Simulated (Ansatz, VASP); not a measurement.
One calculation of In, two programs

```
CELL_PARAMETERS angstrom
0.00000 2.48373 2.48373
2.48373 0.00000 2.48373
2.48373 2.48373 0.00000
ATOMIC_POSITIONS crystal
In 0.87500 0.87500 0.87500
In 0.12500 0.12500 0.12500
```

Change from the starting cell: volume scaled by 0.4, crystal datasets.

Alike in both runs: task single point; functional PBE; k mesh 11 × 11 × 11; occupations fermi-dirac, width 0.1 eV; no spin polarisation.

|  | VASP | Ansatz |
| --- | --- | --- |
| version | VASP 6.6.1 | Ansatz 0.2.0 |
| potentials or method | VASP PAW PBE potentials, release 64 (In_d), cutoff 520 eV | all-electron PAW with datasets made for the crystal, scalar-relativistic |

```tsv
	VASP	Ansatz	Ansatz less VASP
pressure (GPa)	198.9	198.3	-0.61
```

Both programs put the cell under a high pressure, so it lies far from rest at this level. Ansatz ran all-electron here, and VASP with PAW potentials.

Noted on VASP's run: the cell as given lies far from equilibrium.
